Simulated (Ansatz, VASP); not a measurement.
**One calculation of As, two programs**

```xyz
4
Lattice="1.9009 -5.8545 0.0000 1.9009 5.8545 0.0000 0.0000 0.0000 4.7904" Properties=species:S:1:pos:R:3 pbc="T T T"
As    1.9009    4.6135    4.4612
As    1.9009   -1.2410    2.7244
As    1.9009   -4.6135    0.3292
As    1.9009    1.2410    2.0660
```

Alike in both runs: task single point; functional PBE; k mesh 10 × 10 × 8; occupations fermi-dirac, width 0.1 eV; no spin polarisation.

|  | VASP | Ansatz |
| --- | --- | --- |
| version | VASP 6.6.1 | Ansatz 0.2.0 |
| potentials or method | VASP PAW PBE potentials, release 64 (As), cutoff 500 eV | plane waves (420 eV) with PAW, scalar-relativistic |
| valence electrons in the cell | 20 | 60 |

```csv
,VASP,Ansatz,Ansatz less VASP
pressure (GPa),-3.6,-3.8,-0.17
"traceless stress, the component that is largest in VASP (GPa)",-0.50,-0.49,+0.014
```

VASP's potentials hold 20 valence electrons a cell and Ansatz's 60, so a difference there can come from the potentials and not from the codes.
